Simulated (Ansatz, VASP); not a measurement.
One calculation of C, two programs

```
C
1.0
     3.15399    0.00000    0.00000
     0.00000    3.15399    0.00000
     0.00000    0.00000    2.50640
C
4
Direct
  0.26389 0.00000 0.00000
  0.73611 0.00000 0.00000
  0.00000 0.26389 0.50000
  0.00000 0.73611 0.50000
```

Alike in both runs: task single point; functional PBE; k mesh 6 × 6 × 6; occupations gaussian, width 0.1 eV; collinear spin.

|  | VASP | Ansatz |
| --- | --- | --- |
| version | VASP 6.6.1 | Ansatz 0.2.0 |
| potentials or method | VASP PAW PBE potentials, release 64 (C), cutoff 600 eV | scalar-relativistic, plane waves, PAW |
| valence electrons in the cell | 16 | 16 |

|  | VASP | Ansatz | Ansatz less VASP |
| --- | --- | --- | --- |
| gap on the k mesh at the Fermi level (eV) | none | none | - |
| rms of the force components (eV/Å) | 1.731 | 1.723 | -0.0073 |
| net moment per atom (μB) | 0.00 | 0.00 | 0.000 |

Atom by atom the forces differ by 0.007 eV/Å (rms over components). A gap of «none» marks a metal or a gap that the smearing closes. With one functional, cell and mesh, what is left measures potentials, basis and numerics. Ansatz's warnings: seeded moment not kept.

The k mesh is coarse, so the values compare programs but aren't converged.
